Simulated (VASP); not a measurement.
# PdPtSe2 (P4_2/m) in VASP: further runs

PdPtSe2 is run at these levels: PBE; tasks: relaxation of cell and atoms, single point.

Program: VASP 6.6.1. These are calculated values, not measurements. Logs are shortened: lines on timing, memory, paths and dates and some standing lists are left out, and cuts for length are marked.

## (1) The cell of the first run

It takes space group P4_2/m (No. 84, tetragonal). Conventional cell: a = 6.860 Å, b = 6.860 Å, c = 7.070 Å, α = 90.00°, β = 90.00°, γ = 90.00°. Within 3.2 Å of Pd (site symmetry m) lie 4 Se at 2.45 to 2.54 Å. Within 3.2 Å of Pt (site symmetry 2/m) lie 4 Se at 2.42 Å. Within 3.6 Å of Pt (site symmetry -4) lie 4 Se at 2.56 Å and 2 Pt at 3.54 Å. Se (site symmetry 1) has 2 Pt at 2.42 to 2.56 Å and 2 Pd at 2.45 to 2.54 Å and 1 Se at 3.25 Å within 3.3 Å.

## (2) Relaxation of cell and atoms, PBE

INCAR

```
SYSTEM = PdPtSe2
PREC = Accurate ; ENCUT = 600
EDIFF = 1E-6 ; ISMEAR = 0
SIGMA = 0.15 ; LREAL = Auto
LASPH = .True. ; NELM = 100
ALGO = Normal ; ISIF = 3
LWAVE = .False. ; LCHARG = .False.
GGA = PE ; IBRION = 2
NSW = 36 ; EDIFFG = -0.08
```

KPOINTS

```
regular mesh
0
Gamma
  2 2 2
  0 0 0
```

POSCAR

```
PdPtSe2
1.0
    6.8600000000      0.0000000000      0.0000000000
    0.0000000000      6.8600000000      0.0000000000
    0.0000000000      0.0000000000      7.0700000000
Pd Pt Se
4 4 8
Direct
    0.2500000000      0.5350000000      0.5000000000
    0.7500000000      0.4650000000      0.5000000000
    0.4650000000      0.2500000000      0.0000000000
    0.5350000000      0.7500000000      0.0000000000
    0.0000000000      0.5000000000      0.0000000000
    0.5000000000      0.0000000000      0.5000000000
    0.0000000000      0.0000000000      0.7500000000
    0.0000000000      0.0000000000      0.2500000000
    0.8100000000      0.6800000000      0.7700000000
    0.1900000000      0.3200000000      0.7700000000
    0.8100000000      0.6800000000      0.2300000000
    0.1900000000      0.3200000000      0.2300000000
    0.6800000000      0.1900000000      0.2700000000
    0.6800000000      0.1900000000      0.7300000000
    0.3200000000      0.8100000000      0.2700000000
    0.3200000000      0.8100000000      0.7300000000
```

Potentials or basis: VASP PAW PBE potentials, release 64 (Pd, Pt, Se).

On the command line:

```console
> cat potpaw_PBE.64/Pd/POTCAR potpaw_PBE.64/Pt/POTCAR potpaw_PBE.64/Se/POTCAR > POTCAR
> mpirun -np 1 vasp_std > vasp.out
```

OUTCAR:

```text
SYSTEM = PdPtSe2
   PREC = Accurate
   ENCUT = 600
   EDIFF = 1E-6
   ISMEAR = 0
   LREAL = Auto
   LASPH = .True.
   NELM = 100
   ISIF = 3
   GGA = PE
   IBRION = 2
   NSW = 36
   EDIFFG = -0.08

 ion  position               nearest neighbor table
   1  0.250  0.535  0.500-  10 2.45  12 2.45  15 2.54  16 2.54
   2  0.750  0.465  0.500-   9 2.45  11 2.45  13 2.54  14 2.54
   3  0.465  0.250  0.000-  13 2.45  14 2.45  10 2.54  12 2.54
   4  0.535  0.750  0.000-  15 2.45  16 2.45   9 2.54  11 2.54
   5  0.000  0.500  0.000-   9 2.42  10 2.42  11 2.42  12 2.42
   6  0.500  0.000  0.500-  13 2.42  14 2.42  15 2.42  16 2.42
[... 8 lines left out ...]
  15  0.320  0.810  0.270-   6 2.42   4 2.45   1 2.54   8 2.56
  16  0.320  0.810  0.730-   6 2.42   4 2.45   1 2.54   7 2.56

  LATTYP: Found a simple tetragonal cell.
 ALAT       =     6.8600000000
 C/A-ratio  =     1.0306122449

  Lattice vectors:

 A1 = (   6.8600000000,   0.0000000000,   0.0000000000)
 A2 = (   0.0000000000,   6.8600000000,   0.0000000000)
 A3 = (   0.0000000000,   0.0000000000,   7.0700000000)

Analysis of symmetry for initial positions (statically):
=====================================================================
 Subroutine PRICEL returns:
 Original cell was already a primitive cell.

 Routine SETGRP: Setting up the symmetry group for a
 simple tetragonal supercell.

 Subroutine GETGRP returns: Found  8 space group operations
 (whereof  4 operations were pure point group operations)
 out of a pool of 16 trial point group operations.

The static configuration has the point symmetry C_2h.
 The point group associated with its full space group is C_4h.

Analysis of symmetry for dynamics (positions and initial velocities):
=====================================================================
 Subroutine PRICEL returns:
 Original cell was already a primitive cell.

 Routine SETGRP: Setting up the symmetry group for a
 simple tetragonal supercell.

 Subroutine GETGRP returns: Found  8 space group operations
 (whereof  4 operations were pure point group operations)
 out of a pool of 16 trial point group operations.

The dynamic configuration has the point symmetry C_2h.
 The point group associated with its full space group is C_4h.

 Subroutine INISYM returns: Found  8 space group operations
 (whereof  4 operations are pure point group operations),
 and found     1 'primitive' translations

----------------------------------------------------------------------------------------

                                     Primitive cell

  volume of cell :     332.7114

  direct lattice vectors                    reciprocal lattice vectors
     6.860000000  0.000000000  0.000000000     0.145772595  0.000000000  0.000000000
     0.000000000  6.860000000  0.000000000     0.000000000  0.145772595  0.000000000
     0.000000000  0.000000000  7.070000000     0.000000000  0.000000000  0.141442716

  length of vectors
     6.860000000  6.860000000  7.070000000     0.145772595  0.145772595  0.141442716

  position of ions in fractional coordinates (direct lattice)
     0.250000000  0.535000000  0.500000000
     0.750000000  0.465000000  0.500000000
     0.465000000  0.250000000  0.000000000
     0.535000000  0.750000000  0.000000000
     0.000000000  0.500000000  0.000000000
     0.500000000  0.000000000  0.500000000
[... 8 lines left out ...]
     0.320000000  0.810000000  0.270000000
     0.320000000  0.810000000  0.730000000

  ion indices of the primitive-cell ions
   primitive index   ion index
                 1           1
                 2           2
                 3           3
                 4           4
                 5           5
                 6           6
[... 8 lines left out ...]
                15          15
                16          16

----------------------------------------------------------------------------------------

 KPOINTS: regular mesh

Automatic generation of k-mesh.
 Grid dimensions read from file:
 generate k-points for:    2    2    2

 Generating k-lattice:

  Cartesian coordinates                     Fractional coordinates (reciprocal lattice)
     0.072886297  0.000000000  0.000000000     0.500000000  0.000000000  0.000000000
     0.000000000  0.072886297  0.000000000     0.000000000  0.500000000  0.000000000
     0.000000000  0.000000000  0.070721358     0.000000000  0.000000000  0.500000000

  Length of vectors
     0.072886297  0.072886297  0.070721358

  Shift w.r.t. Gamma in fractional coordinates (k-lattice)
     0.000000000  0.000000000  0.000000000

 Subroutine IBZKPT returns following result:
 ===========================================

 Found      6 irreducible k-points:

 Following reciprocal coordinates:
            Coordinates               Weight
  0.000000  0.000000  0.000000      1.000000
  0.500000  0.000000  0.000000      2.000000
  0.500000  0.500000  0.000000      1.000000
  0.000000  0.000000  0.500000      1.000000
  0.500000  0.000000  0.500000      2.000000
  0.500000  0.500000  0.500000      1.000000
   k-points           NKPTS =      6   k-points in BZ     NKDIM =      6   number of bands    NBANDS=     76
   number of dos      NEDOS =    301   number of ions     NIONS =     16
   total plane-waves  NPLWV = 175616
   dimension x,y,z NGX =    56 NGY =   56 NGZ =   56
   dimension x,y,z NGXF=   112 NGYF=  112 NGZF=  112
   ions per type =               4   4   8
   NGX,Y,Z   is equivalent  to a cutoff of  13.57, 13.57, 13.17 a.u.
   NGXF,Y,Z  is equivalent  to a cutoff of  27.14, 27.14, 26.34 a.u.
 SYSTEM =  PdPtSe2
   PREC   = accura    normal or accurate (medium, high low for compatibility)
   ISTART =      0    job   : 0-new  1-cont  2-samecut
   ICHARG =      2    charge: 1-file 2-atom 10-const
   ISPIN  =      1    spin polarized calculation?
   LNONCOLLINEAR =      F non collinear calculations
   LSORBIT =      F    spin-orbit coupling
   LASPH  =      T    aspherical Exc in radial PAW
   ENCUT  =  600.0 eV  44.10 Ry    6.64 a.u.  13.70 13.70 14.12*2*pi/ulx,y,z
   NELM   =    100;   NELMIN=  2; NELMDL= -5     # of ELM steps
   EDIFF  = 0.1E-05   stopping-criterion for ELM
   LREAL  =      T    real-space projection
   EDIFFG = -.8E-01   stopping-criterion for IOM
   NSW    =     36    number of steps for IOM
   IBRION =      2    ionic relax: 0-MD 1-quasi-New 2-CG
   NFREE  =      1    steps in history (QN), initial steepest desc. (CG)
   ISIF   =      3    stress and relaxation
   ISYM   =      2    0-nonsym 1-usesym 2-fastsym
   POTIM  = 0.5000    time-step for ionic-motion
   TEBEG  =    0.0;   TEEND  =   0.0 temperature during run
   PSTRESS=    0.0 pullay stress
   NELECT =     128.0000    total number of electrons
   NUPDOWN=      -1.0000    fix difference up-down
   EMIN   =  10.00;   EMAX   =-10.00  energy-range for DOS
   EFERMI =   0.00;   METHOD = LEGACY
   ISMEAR =     0;   SIGMA  =   0.15  broadening in eV -4-tet -1-fermi 0-gaus
   EFERMI_NEDOS =   21; number of points for ismear=-14 and -15
   IALGO  =     38    algorithm
   IMIX   =      4    mixing-type and parameters
     AMIX     =   0.40;   BMIX     =  1.00
     AMIX_MAG =   1.60;   BMIX_MAG =  1.00
  volume/ion in A,a.u.               =      20.79       140.33
  Fermi-wavevector in a.u.,A,eV,Ry     =   1.190663  2.250027 19.288693  1.417679
  Thomas-Fermi vector in A             =   2.326743
   LORBIT       =      0    0 simple, 1 ext, 2 COOP (PROOUT), +10 PAW based schemes
   GGA     = PE    functional components
   LHFCALC =     F    Hartree Fock is set to
   AEXX    =    0.0000 exact exchange contribution
   IVDW    =     0    specifies the selected vdW correction
   LEPSILON=     F    determine dielectric tensor
   LRPA    =     F    only Hartree local field effects (RPA)
 conjugate gradient relaxation of ions
 non-spin polarized calculation
 Gauss-broadening in eV      SIGMA  =   0.15
  energy-cutoff  :      600.00
  volume of cell :      332.71
 maximum number of plane-waves:     11144
 NGX is ok and might be reduce to    56
   NGX = 27   NGY = 27   NGZ = 29

--------------------------------------- Ionic step        1  -------------------------------------------

 number of electron     128.0000001 magnetization

 Free energy of the ion-electron system (eV)
  ---------------------------------------------------
  ext. energy  EPLUGINS =         0.00000000
  ---------------------------------------------------
  free energy    TOTEN  =       -77.81862225 eV

  energy without entropy =      -77.76795685  energy(sigma->0) =      -77.79328955

------------------------ aborting loop because EDIFF is reached ----------------------------------------

  FORCE on cell =-STRESS in cart. coord.  units (eV):
  Direction    XX          YY          ZZ          XY          YZ          ZX
  --------------------------------------------------------------------------------------
  -------------------------------------------------------------------------------------
  Total       -3.2036236     -3.2036236      1.6613669     -0.0000005      0.0000000      0.0000000
  in kB      -15.4271044    -15.4271044      8.0003408     -0.0000025      0.0000000      0.0000000
  external PRESSURE =      -7.6179560 kB  Pullay stress =       0.0000000 kB

 VOLUME and BASIS-vectors are now :
 -----------------------------------------------------------------------------
  energy-cutoff  :      600.00
  volume of cell :      332.71
      direct lattice vectors                 reciprocal lattice vectors
     6.860000000  0.000000000  0.000000000     0.145772595  0.000000000  0.000000000
     0.000000000  6.860000000  0.000000000     0.000000000  0.145772595  0.000000000
     0.000000000  0.000000000  7.070000000     0.000000000  0.000000000  0.141442716
[... 358 lines left out ...]
      3.42036      0.00000      3.51368        -0.000000      0.000000      0.000000
[... 8 lines left out ...]
      2.10281      5.54225      1.91210         0.027620     -0.076892      0.017410
      2.10281      5.54225      5.11526         0.027620     -0.076892     -0.017410
 -----------------------------------------------------------------------------------
    total drift:                                0.000000      0.000000      0.000000

  FREE ENERGIE OF THE ION-ELECTRON SYSTEM (eV)
  ---------------------------------------------------
  free  energy   TOTEN  =       -78.1954406520 eV

  energy  without entropy=      -78.1496114799  energy(sigma->0) =      -78.17252607

--------------------------------------- Ionic step        9  -------------------------------------------

 number of electron     127.9999982 magnetization

 Free energy of the ion-electron system (eV)
  ---------------------------------------------------
  ext. energy  EPLUGINS =         0.00000000
  ---------------------------------------------------
  free energy    TOTEN  =       -78.19797404 eV

  energy without entropy =      -78.15232394  energy(sigma->0) =      -78.17514899

 E-fermi :   5.3879     XC(G=0): -10.6711

 val. band max:        5.2917698518   @ k =   0.0000   0.0000   0.5000
 cond. band min:       5.7194767949   @ k =   0.5000   0.0000   0.5000
 fundamental gap:      0.4277069431
 Fermi energy:         5.3878560175

 k-point     1 :       0.0000    0.0000    0.0000
  band No.  band energies     occupation
      1      -9.0060      2.00000
      2      -7.9551      2.00000
      3      -7.8844      2.00000
      4      -7.8512      2.00000
      5      -7.8512      2.00000
      6      -7.4268      2.00000
[... 488 lines left out ...]
      5.09745      3.19881      3.51380         0.001594      0.023100     -0.000000
      3.19881      1.74400      7.02761         0.023100     -0.001594      0.000000
      3.64264      5.09745      0.00000        -0.023100      0.001594     -0.000000
     -0.00000      3.42072      0.00000        -0.000000      0.000000      0.000000
      3.42072      0.00000      3.51380        -0.000000      0.000000      0.000000
[... 8 lines left out ...]
      2.10369      5.53844      1.91339         0.000572     -0.036145      0.015951
      2.10369      5.53844      5.11421         0.000572     -0.036145     -0.015951
 -----------------------------------------------------------------------------------
    total drift:                                0.000000      0.000000      0.000000

  FREE ENERGIE OF THE ION-ELECTRON SYSTEM (eV)
  ---------------------------------------------------
  free  energy   TOTEN  =       -78.1979740380 eV

  energy  without entropy=      -78.1523239406  energy(sigma->0) =      -78.17514899

 reached required accuracy - stopping structural energy minimisation
```

Run time: 14 min. Hardware: 1 thread of Intel Xeon 6975P-C (Granite Rapids), shared host; peak memory 0.54 GiB.

Results:

```yaml
Free_energy: -78.1980 eV
Relaxed_volume: 20.56 Å³/atom
Relaxed_cell: a = 6.841 Å, b = 6.841 Å, c = 7.028 Å, α = 90.00°, β = 90.00°, γ = 90.00°
Space_group_after_relaxing_to_0.1_Å: P4_2/m (No. 84)
Energy_gained_by_relaxing: 23.7 meV/atom
Ionic_steps: 9
Pressure_after_relaxing: 0.0 GPa
Largest_force_after_relaxing: 0.040 eV/Å
Band_gap_on_the_k_mesh: zero (bands 64 and 65 overlap by 0.02 eV)
```

Forces in eV/Å, atoms in the order of the input:
```
Pd  -0.002 -0.023  0.000
Pd   0.002  0.023  0.000
Pd   0.023 -0.002  0.000
Pd  -0.023  0.002  0.000
Pt   0.000  0.000  0.000
Pt   0.000  0.000  0.000
Pt   0.000  0.000  0.000
Pt   0.000  0.000  0.000
Se  -0.036 -0.001  0.016
Se   0.036  0.001  0.016
Se  -0.036 -0.001 -0.016
Se   0.036  0.001 -0.016
Se  -0.001  0.036  0.016
Se  -0.001  0.036 -0.016
Se   0.001 -0.036  0.016
Se   0.001 -0.036 -0.016
```

Stress tensor (GPa, compression positive):
```
-0.13  0.00  0.00
 0.00 -0.13  0.00
 0.00  0.00  0.11
```

The path:
```tsv
step	energy change (eV)	largest force (eV/Å)	pressure (GPa)	volume (Å³)
1	0.0000	1.0362	-0.76	332.71
2	-0.3132	0.2764	0.51	327.95
3	-0.3188	0.2720	0.78	327.22
4	-0.3440	0.1868	-0.79	331.59
5	-0.3442	0.1940	-0.67	331.23
6	-0.3699	0.1107	-0.31	329.96
7	-0.3768	0.0852	0.05	328.78
8	-0.3768	0.0835	0.03	328.85
9	-0.3794	0.0395	-0.05	328.93
```

Final structure:
```
CELL_PARAMETERS angstrom
6.84145 0.00000 0.00000
0.00000 6.84145 0.00000
0.00000 0.00000 7.02761
ATOMIC_POSITIONS crystal
Pd 0.25492 0.53244 0.50000
Pd 0.74508 0.46756 0.50000
Pd 0.46756 0.25492 0.00000
Pd 0.53244 0.74508 0.00000
Pt 0.00000 0.50000 0.00000
Pt 0.50000 0.00000 0.50000
Pt 0.00000 0.00000 0.75000
Pt 0.00000 0.00000 0.25000
Se 0.80954 0.69251 0.77227
Se 0.19046 0.30749 0.77227
Se 0.80954 0.69251 0.22773
Se 0.19046 0.30749 0.22773
Se 0.69251 0.19046 0.27227
Se 0.69251 0.19046 0.72773
Se 0.30749 0.80954 0.27227
Se 0.30749 0.80954 0.72773
```

Levels at points of the mesh, in eV from the Fermi level:
| k point | band 61 | band 62 | band 63 | band 64 | band 65 | band 66 | band 67 | band 68 |
| --- | --- | --- | --- | --- | --- | --- | --- | --- |
| (0.00, 0.00, 0.00) | -0.62 | -0.34 | -0.34 | -0.13 | -0.12 | 2.32 | 2.34 | 2.34 |
| (0.50, 0.00, 0.00) | -0.28 | -0.24 | -0.16 | -0.14 | 1.14 | 1.24 | 1.55 | 1.86 |
| (0.50, 0.50, 0.00) | -0.76 | -0.49 | -0.36 | -0.36 | 0.54 | 1.33 | 1.60 | 1.85 |
| (0.00, 0.00, 0.50) | -0.46 | -0.46 | -0.10 | -0.10 | 0.88 | 0.88 | 1.62 | 1.62 |
| (0.50, 0.00, 0.50) | -0.62 | -0.58 | -0.34 | -0.25 | 0.33 | 0.96 | 1.43 | 1.46 |
| (0.50, 0.50, 0.50) | -0.40 | -0.40 | -0.27 | -0.27 | 0.63 | 0.63 | 0.74 | 0.74 |

Caveat: the k points lie up to 0.46 Å⁻¹ apart in the final cell; spin-orbit coupling is left out, which moves the levels of the heavy elements; the relaxation stopped at a loose force limit of 0.08 eV/Å, so its end isn't a converged minimum.

## (3) Single point, PBE

This run uses another cell than the first one, of 20.47 Å³/atom.

INCAR

```
SYSTEM = PdPtSe2
PREC = Accurate ; ENCUT = 520
EDIFF = 1E-7 ; ISMEAR = 0
SIGMA = 0.2 ; LREAL = Auto
LASPH = .TRUE. ; NELM = 80
ALGO = Normal ; ISIF = 2
LWAVE = .FALSE. ; LCHARG = .TRUE.
GGA = PE ; LELF = .TRUE.
LVHAR = .TRUE. ; NBANDS = 78
```

KPOINTS

```
regular mesh
0
G
  4 4 4
  0 0 0
```

POSCAR

```
PdPtSe2
1.0
    6.8307974865      0.0000000000      0.0000000000
    0.0000000000      6.8307974865      0.0000000000
    0.0000000000      0.0000000000      7.0206973322
Pd Pt Se
4 4 8
Direct
    0.2547050311      0.5301504085      0.5000000000
    0.7452949689      0.4698495915      0.5000000000
    0.4698495915      0.2547050311      0.0000000000
    0.5301504085      0.7452949689      0.0000000000
    1.0000000000      0.5000000000      0.0000000000
    0.5000000000      1.0000000000      0.5000000000
    0.0000000000      0.0000000000      0.7500000000
    0.0000000000      0.0000000000      0.2500000000
    0.8082077908      0.6933820917      0.7728113347
    0.1917922092      0.3066179083      0.7728113347
    0.8082077908      0.6933820917      0.2271886653
    0.1917922092      0.3066179083      0.2271886653
    0.6933820917      0.1917922092      0.2728113347
    0.6933820917      0.1917922092      0.7271886653
    0.3066179083      0.8082077908      0.2728113347
    0.3066179083      0.8082077908      0.7271886653
```

Potentials or basis: VASP PAW PBE potentials, release 64 (Pd, Pt, Se).

On the command line:

```console
> cat potpaw_PBE.64/Pd/POTCAR potpaw_PBE.64/Pt/POTCAR potpaw_PBE.64/Se/POTCAR > POTCAR
> mpirun -np 1 vasp_std > vasp.out
```

Run time: 8.2 min. Hardware: 1 thread of Intel Xeon 6975P-C (Granite Rapids), shared host; peak memory 0.58 GiB.

Results (log left out):

- Free energy: -78.3037 eV
- Pressure: 0.0 GPa
- Largest force: 0.011 eV/Å
- Band gap on the k mesh: 0.03 eV (least direct gap 0.06 eV)

Forces on the atoms (eV/Å):
```
Pd   0.003  0.010  0.000
Pd  -0.003 -0.010  0.000
Pd  -0.010  0.003  0.000
Pd   0.010 -0.003  0.000
Pt   0.000  0.000  0.000
Pt   0.000  0.000  0.000
Pt   0.000  0.000  0.000
Pt   0.000  0.000  0.000
Se  -0.008  0.005 -0.005
Se   0.008 -0.005 -0.005
Se  -0.008  0.005  0.005
Se   0.008 -0.005  0.005
Se   0.005  0.008 -0.005
Se   0.005  0.008  0.005
Se  -0.005 -0.008 -0.005
Se  -0.005 -0.008  0.005
```

Levels at points of the mesh, in eV from the valence-band top:
```
           k point  band 62  band 63  band 64  band 65  band 66  band 67
(0.00, 0.00, 0.00)    -0.24    -0.24    -0.03     0.03     2.38     2.42
(0.50, 0.00, 0.00)    -0.16    -0.07    -0.02     1.22     1.34     1.64
(0.50, 0.50, 0.00)    -0.40    -0.30    -0.30     0.64     1.41     1.71
(0.00, 0.00, 0.50)    -0.38     0.00     0.00     0.96     0.96     1.69
(0.50, 0.00, 0.50)    -0.50    -0.27    -0.19     0.42     1.05     1.52
(0.50, 0.50, 0.50)    -0.33    -0.20    -0.20     0.70     0.70     0.82
```

Caveat: the smearing spreads over this small gap; spin-orbit coupling is left out, which moves the levels of the heavy elements.

The gap in the log of VASP goes by the Fermi energy; the results here count the filled bands.